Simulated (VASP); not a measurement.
# P (I4/mmm) in VASP: single point with PBEsol

Aim: the single point of P with PBEsol.

Program: VASP 6.6.1. These are calculated values, not measurements. Logs are shortened: lines on timing, memory, paths and dates and some standing lists are left out, and cuts for length are marked.

## Step 1: The cell of the first run

Symmetry: I4/mmm, No. 139, tetragonal system. The conventional cell has a = 3.351 Å, b = 3.351 Å, c = 5.098 Å, α = 90.00°, β = 90.00°, γ = 90.00°. P (site symmetry 4/mmm) has 12 P at 3.35 to 3.48 Å within 4.4 Å.

## Step 2: Single point, PBEsol

The input, INCAR:

```
SYSTEM = P
PREC = Accurate ; ENCUT = 500
EDIFF = 1E-6 ; ISMEAR = 0
SIGMA = 0.1 ; LREAL = .FALSE.
LASPH = .TRUE. ; NELM = 120
ALGO = Normal ; ISIF = 2
LWAVE = .FALSE. ; LCHARG = .TRUE.
GGA = PS ; LELF = .TRUE.
LVHAR = .TRUE. ; NBANDS = 8
GGA_COMPAT = .FALSE.
```

The input, KPOINTS:

```
regular mesh
0
G
  8 8 8
  0 0 0
```

The input, POSCAR:

```
P
1.0
   -1.6756086745      1.6756086745      2.5491941581
    1.6756086745     -1.6756086745      2.5491941581
    1.6756086745      1.6756086745     -2.5491941581
P
1
Direct
    0.0000000000      0.0000000000      0.0000000000
```

Potentials or basis: VASP PAW PBE potentials, release 64 (P).

Started as:

```console
cat potpaw_PBE.64/P/POTCAR > POTCAR
mpirun -np 1 vasp_std > vasp.out
```

OUTCAR:

```text
SYSTEM = P
   PREC = Accurate
   ENCUT = 500
   EDIFF = 1E-6
   ISMEAR = 0
   LREAL = .FALSE.
   LASPH = .TRUE.
   NELM = 120
   ISIF = 2
   GGA = PS

 ion  position               nearest neighbor table
   1  0.000  0.000  0.000-

  LATTYP: Found a body centered tetragonal cell.
 ALAT       =     3.3512173490
 C/A-ratio  =     1.5213541186

  Lattice vectors:

 A1 = (  -1.6756086745,   1.6756086745,   2.5491941581)
 A2 = (   1.6756086745,  -1.6756086745,   2.5491941581)
 A3 = (   1.6756086745,   1.6756086745,  -2.5491941581)

Analysis of symmetry for initial positions (statically):
=====================================================================
 Subroutine PRICEL returns:
 Original cell was already a primitive cell.

 Routine SETGRP: Setting up the symmetry group for a
 body centered tetragonal supercell.

 Subroutine GETGRP returns: Found 16 space group operations
 (whereof 16 operations were pure point group operations)
 out of a pool of 16 trial point group operations.

The static configuration has the point symmetry D_4h.

Analysis of symmetry for dynamics (positions and initial velocities):
=====================================================================
 Subroutine PRICEL returns:
 Original cell was already a primitive cell.

 Routine SETGRP: Setting up the symmetry group for a
 body centered tetragonal supercell.

 Subroutine GETGRP returns: Found 16 space group operations
 (whereof 16 operations were pure point group operations)
 out of a pool of 16 trial point group operations.

The dynamic configuration has the point symmetry D_4h.

 Subroutine INISYM returns: Found 16 space group operations
 (whereof 16 operations are pure point group operations),
 and found     1 'primitive' translations

----------------------------------------------------------------------------------------

                                     Primitive cell

  volume of cell :      28.6291

  direct lattice vectors                    reciprocal lattice vectors
    -1.675608675  1.675608675  2.549194158     0.000000000  0.298399028  0.196140415
     1.675608675 -1.675608675  2.549194158     0.298399028  0.000000000  0.196140415
     1.675608675  1.675608675 -2.549194158     0.298399028  0.298399028  0.000000000

  length of vectors
     3.480476938  3.480476938  3.480476938     0.357089684  0.357089684  0.421999953

  position of ions in fractional coordinates (direct lattice)
     0.000000000  0.000000000  0.000000000

  ion indices of the primitive-cell ions
   primitive index   ion index
                 1           1

----------------------------------------------------------------------------------------

 KPOINTS: regular mesh

Automatic generation of k-mesh.
 Grid dimensions read from file:
 generate k-points for:    8    8    8

 Generating k-lattice:

  Cartesian coordinates                     Fractional coordinates (reciprocal lattice)
     0.000000000  0.037299879  0.024517552     0.125000000  0.000000000  0.000000000
     0.037299879  0.000000000  0.024517552     0.000000000  0.125000000  0.000000000
     0.037299879  0.037299879  0.000000000     0.000000000  0.000000000  0.125000000

  Length of vectors
     0.044636210  0.044636210  0.052749994

  Shift w.r.t. Gamma in fractional coordinates (k-lattice)
     0.000000000  0.000000000  0.000000000

 Subroutine IBZKPT returns following result:
 ===========================================

 Found     59 irreducible k-points:

 Following reciprocal coordinates:
            Coordinates               Weight
  0.000000  0.000000  0.000000      1.000000
  0.125000  0.000000 -0.000000      8.000000
  0.250000  0.000000 -0.000000      8.000000
  0.375000  0.000000  0.000000      8.000000
  0.500000  0.000000 -0.000000      4.000000
  0.125000  0.125000 -0.000000      8.000000
[... 16 lines left out ...]
  0.250000  0.125000  0.125000     16.000000
  0.375000  0.125000  0.125000      8.000000
 [... further k-points ...]
   k-points           NKPTS =     59   k-points in BZ     NKDIM =     59   number of bands    NBANDS=      8
   number of dos      NEDOS =    301   number of ions     NIONS =      1
   total plane-waves  NPLWV =  21952
   dimension x,y,z NGX =    28 NGY =   28 NGZ =   28
   dimension x,y,z NGXF=    56 NGYF=   56 NGZF=   56
   ions per type =               1
   NGX,Y,Z   is equivalent  to a cutoff of  13.37, 13.37, 13.37 a.u.
   NGXF,Y,Z  is equivalent  to a cutoff of  26.75, 26.75, 26.75 a.u.
 SYSTEM =  P
   PREC   = accura    normal or accurate (medium, high low for compatibility)
   ISTART =      0    job   : 0-new  1-cont  2-samecut
   ICHARG =      2    charge: 1-file 2-atom 10-const
   ISPIN  =      1    spin polarized calculation?
   LNONCOLLINEAR =      F non collinear calculations
   LSORBIT =      F    spin-orbit coupling
   LASPH  =      T    aspherical Exc in radial PAW
   ENCUT  =  500.0 eV  36.75 Ry    6.06 a.u.   6.35  6.35  6.35*2*pi/ulx,y,z
   NELM   =    120;   NELMIN=  2; NELMDL= -5     # of ELM steps
   EDIFF  = 0.1E-05   stopping-criterion for ELM
   LREAL  =      F    real-space projection
   EDIFFG = 0.1E-04   stopping-criterion for IOM
   NSW    =      0    number of steps for IOM
   IBRION =     -1    ionic relax: 0-MD 1-quasi-New 2-CG
   NFREE  =      0    steps in history (QN), initial steepest desc. (CG)
   ISIF   =      2    stress and relaxation
   ISYM   =      2    0-nonsym 1-usesym 2-fastsym
   POTIM  = 0.5000    time-step for ionic-motion
   TEBEG  =    0.0;   TEEND  =   0.0 temperature during run
   PSTRESS=    0.0 pullay stress
   NELECT =       5.0000    total number of electrons
   NUPDOWN=      -1.0000    fix difference up-down
   EMIN   =  10.00;   EMAX   =-10.00  energy-range for DOS
   EFERMI =   0.00;   METHOD = LEGACY
   ISMEAR =     0;   SIGMA  =   0.10  broadening in eV -4-tet -1-fermi 0-gaus
   EFERMI_NEDOS =   21; number of points for ismear=-14 and -15
   IALGO  =     38    algorithm
   IMIX   =      4    mixing-type and parameters
     AMIX     =   0.40;   BMIX     =  1.00
     AMIX_MAG =   1.60;   BMIX_MAG =  1.00
  volume/ion in A,a.u.               =      28.63       193.20
  Fermi-wavevector in a.u.,A,eV,Ry     =   0.915086  1.729263 11.393291  0.837383
  Thomas-Fermi vector in A             =   2.039788
   LORBIT       =      0    0 simple, 1 ext, 2 COOP (PROOUT), +10 PAW based schemes
   GGA     = PS    functional components
   LHFCALC =     F    Hartree Fock is set to
   AEXX    =    0.0000 exact exchange contribution
   IVDW    =     0    specifies the selected vdW correction
   LEPSILON=     F    determine dielectric tensor
   LRPA    =     F    only Hartree local field effects (RPA)
 non-spin polarized calculation
 Gauss-broadening in eV      SIGMA  =   0.10
  energy-cutoff  :      500.00
  volume of cell :       28.63
 maximum number of plane-waves:       738
 NGX is ok and might be reduce to    28
   NGX = 13   NGY = 13   NGZ = 13

 number of electron       4.9999999 magnetization

 Free energy of the ion-electron system (eV)
  ---------------------------------------------------
  ext. energy  EPLUGINS =         0.00000000
  ---------------------------------------------------
  free energy    TOTEN  =        -3.56228951 eV

  energy without entropy =       -3.55514073  energy(sigma->0) =       -3.55871512

 E-fermi :   2.1619     XC(G=0):  -8.7931

 val. band max:        2.1586059972   @ k =  -0.1250  -0.2500   0.1250
 cond. band min:       2.2107355808   @ k =  -0.3750  -0.3750   0.2500
 fundamental gap:      0.0521295836
 Fermi energy:         2.1618892157

 k-point     1 :       0.0000    0.0000    0.0000
  band No.  band energies     occupation
      1      -8.9402      2.00000
      2       4.6922      0.00000
      3       4.8230      0.00000
      4       4.8230      0.00000
      5      11.0709      0.00000
      6      12.0583      0.00000
      7      12.6914      0.00000
      8      12.6914      0.00000

 k-point     2 :       0.1250    0.0000   -0.0000
  band No.  band energies     occupation
      1      -8.7218      2.00000
      2       3.6082      0.00000
      3       4.5489      0.00000
      4       4.7379      0.00000
      5      11.3160      0.00000
      6      12.5203      0.00000
      7      12.5732      0.00000
      8      13.0359      0.00000

 k-point     3 :       0.2500    0.0000   -0.0000
  band No.  band energies     occupation
      1      -8.1062      2.00000
      2       1.3944      2.00000
      3       4.1661      0.00000
      4       4.5595      0.00000
      5      10.4137      0.00000
      6      12.3336      0.00000
      7      13.2855      0.00000
      8      14.4317      0.00000

 k-point     4 :       0.3750    0.0000    0.0000
  band No.  band energies     occupation
      1      -7.2756      2.00000
      2      -0.6042      2.00000
      3       3.8457      0.00000
      4       4.4120      0.00000
      5       9.7357      0.00000
      6      11.8015      0.00000
      7      12.7047      0.00000
      8      15.4732      0.00000

 k-point     5 :       0.5000    0.0000   -0.0000
  band No.  band energies     occupation
      1      -6.8021      2.00000
      2      -1.4915      2.00000
      3       3.7261      0.00000
      4       4.3584      0.00000
      5       9.5038      0.00000
      6      11.5953      0.00000
      7      12.4143      0.00000
      8      15.3725      0.00000
[... 177 lines left out ...]
 k-point    22 :       0.1250    0.1250    0.1250
  band No.  band energies     occupation
      1      -7.5562      2.00000
      2       1.2550      2.00000
      3       2.5999      0.00000
      4       3.8613      0.00000
      5      10.6843      0.00000
      6      11.1112      0.00000
      7      12.3660      0.00000
      8      15.2025      0.00000

 k-point    23 :       0.2500    0.1250    0.1250
  band No.  band energies     occupation
      1      -6.7933      2.00000
      2      -0.1341      2.00000
      3       2.0831      1.73489
      4       3.4250      0.00000
      5      10.2941      0.00000
      6      10.9402      0.00000
      7      12.7179      0.00000
      8      15.0701      0.00000

 k-point    24 :       0.3750    0.1250    0.1250
  band No.  band energies     occupation
      1      -6.3736      2.00000
      2      -0.8673      2.00000
      3       2.0333      1.93092
      4       3.1722      0.00000
      5      10.0767      0.00000
      6      10.6785      0.00000
      7      14.2877      0.00000
      8      14.2982      0.00000

 [... further k-points ...]
[... 5 lines left out ...]
  --------------------------------------------------------------------------------------
  -------------------------------------------------------------------------------------
  Total       -3.2740878     -3.2740878     -2.9358779      0.0000000     -0.0000000      0.0000000
  in kB     -183.2284025   -183.2284025   -164.3011000      0.0000000     -0.0000000      0.0000000
  external PRESSURE =    -176.9193016 kB  Pullay stress =       0.0000000 kB

 VOLUME and BASIS-vectors are now :
 -----------------------------------------------------------------------------
  energy-cutoff  :      500.00
  volume of cell :       28.63
      direct lattice vectors                 reciprocal lattice vectors
    -1.675608675  1.675608675  2.549194158     0.000000000  0.298399028  0.196140415
     1.675608675 -1.675608675  2.549194158     0.298399028  0.000000000  0.196140415
     1.675608675  1.675608675 -2.549194158     0.298399028  0.298399028  0.000000000

 POSITION                                       TOTAL-FORCE (eV/Angst)
 -----------------------------------------------------------------------------------
      0.00000      0.00000      0.00000        -0.000000     -0.000000      0.000000
 -----------------------------------------------------------------------------------
    total drift:                                0.000000      0.000000     -0.000000

  FREE ENERGIE OF THE ION-ELECTRON SYSTEM (eV)
  ---------------------------------------------------
  free  energy   TOTEN  =        -3.5622895141 eV

  energy  without entropy=       -3.5551407349  energy(sigma->0) =       -3.55871512
```

Run time: 18 s. Hardware: 1 thread of AMD EPYC 7R43 (Zen 3), shared host; peak memory 0.11 GiB.

What came out:

```
Free energy            : -3.5623 eV
Pressure               : -17.7 GPa
Band gap on the k mesh : zero (an odd number of electrons rules out a gap without spin polarisation)
```

Stress tensor (GPa, compression positive):
```
-18.32   0.00   0.00
  0.00 -18.32   0.00
  0.00   0.00 -16.43
```

Levels at points of the mesh, in eV from the Fermi level:
```tsv
k point	band 1	band 2	band 3	band 4	band 5
(0.00, 0.00, 0.00)	-11.10	2.53	2.66	2.66	8.91
(0.50, 0.00, 0.00)	-8.96	-3.65	1.56	2.20	7.34
(0.50, 0.50, 0.00)	-8.03	-2.93	-0.05	0.36	5.10
(0.50, 0.50, 0.50)	-8.50	-3.27	0.73	0.73	5.65
```

Caveat: the cell stands under tension; the PAW data sets were made with another functional, which shifts forces and pressure a little.
